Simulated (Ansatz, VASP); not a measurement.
# Al in VASP and in Ansatz

Contents of INCAR:

```
PREC = Accurate ; ENCUT = 520
EDIFF = 1E-6 ; ISMEAR = -1
SIGMA = 0.05 ; LREAL = False
LASPH = True ; NELM = 100
ALGO = Normal ; ISIF = 2
LWAVE = False ; LCHARG = False
GGA = PE ; NBANDS = 8
```

File KPOINTS:

```
Automatic mesh
0
Gamma
  14 14 14
```

File POSCAR:

```
Al
1.0
    0.0000000000      2.0037402000      2.0239800000
    2.0037402000      0.0000000000      2.0239800000
    2.0037402000      2.0037402000      0.0000000000
Al
1
Direct
    0.0000000000      0.0000000000      0.0000000000
```

Input for Ansatz:

```yaml
crystal:
  lattice:
    - [0.0, 2.0037402, 2.02398]
    - [2.0037402, 0.0, 2.02398]
    - [2.0037402, 2.0037402, 0.0]
  atoms:
    - { symbol: Al, position: [0.0, 0.0, 0.0] }
kpoints:
  mp_grid: { grid: [14, 14, 14] }
  band_path:
    path:
      - [0.0, 0.0, 0.0]
      - [0.0, 0.5, 0.5]
      - [0.25, 0.75, 0.5]
      - [0.0, 0.5, 0.0]
      - [0.0, 0.0, 0.0]
      - [0.5, 0.5, 0.0]
      - [0.3725125, 0.6274875, 0.0]
      - [-0.3725125, 0.3725125, 0.0]
      - [0.0, 0.0, 0.0]
    npoints: 5
scf:
  occupations: { method: fermi_dirac, width: 0.05 }
hamiltonian:
  xc: pbe
  pseudopotentials: { kind: all_electron, lapw: { basis_error: 0.001 } }
output:
  forces: true
  stress: true
  eigenvalues: true
```

Change from the starting cell: equal xx and yy strain of -1 %.

Alike in both runs: task single point; functional PBE; k mesh 14 × 14 × 14; occupations fermi-dirac, width 0.05 eV; no spin polarisation.

```csv
,VASP,Ansatz
version,VASP 6.6.1,Ansatz 0.2.0
potentials or method,"VASP PAW PBE potentials, release 64 (Al), cutoff 520 eV","all-electron LAPW, scalar-relativistic"
```

Ansatz gave:

| Item | Value |
| --- | --- |
| pressure (GPa) | 1.0 |
| traceless stress, the component that is largest in VASP (GPa) | -0.37 |

**Question.** What did VASP give for the same quantities?

**Answer.** Pressure (GPa): 0.9; traceless stress, the component that is largest in VASP (GPa): -0.37.

Ansatz ran all-electron here, and VASP with PAW potentials.
